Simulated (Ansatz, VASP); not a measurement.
## Te2Mo in VASP and in Ansatz

```xyz
3
Lattice="3.4665 0.0000 0.0000 -1.7333 3.0021 0.0000 0.0000 0.0000 17.5198" Properties=species:S:1:pos:R:3 pbc="T T T"
Te    0.0000    2.0014   15.7246
Te    0.0000    2.0014    1.7952
Mo    0.0000    0.0000    0.0000
```

Alike in both runs: task single point; functional LDA; k mesh 12 × 12 × 2; occupations gaussian, width 0.05 eV; no spin polarisation.

```csv
,VASP,Ansatz
version,VASP 6.6.1,Ansatz 0.2.0
potentials or method,"VASP PAW LDA potentials, release 64 (Te, Mo_sv), cutoff 520 eV","scalar-relativistic, plane waves, PAW"
valence electrons in the cell,26,46
```

```csv
,VASP,Ansatz,Ansatz less VASP
gap on the k mesh at the Fermi level (eV),1.24,1.24,-0.001
least direct gap on the mesh (eV),1.24,1.24,-0.001
rms of the force components (eV/Å),0.025,0.002,-0.0231
```

LDA's correlation is that of Perdew and Zunger in VASP and of Perdew and Wang (1992) in Ansatz. Atom by atom the forces differ by 0.027 eV/Å (rms over components). VASP's potentials hold 26 valence electrons a cell and Ansatz's 46, so a difference there can come from the potentials and not from the codes.

Neither program's run includes spin-orbit coupling.
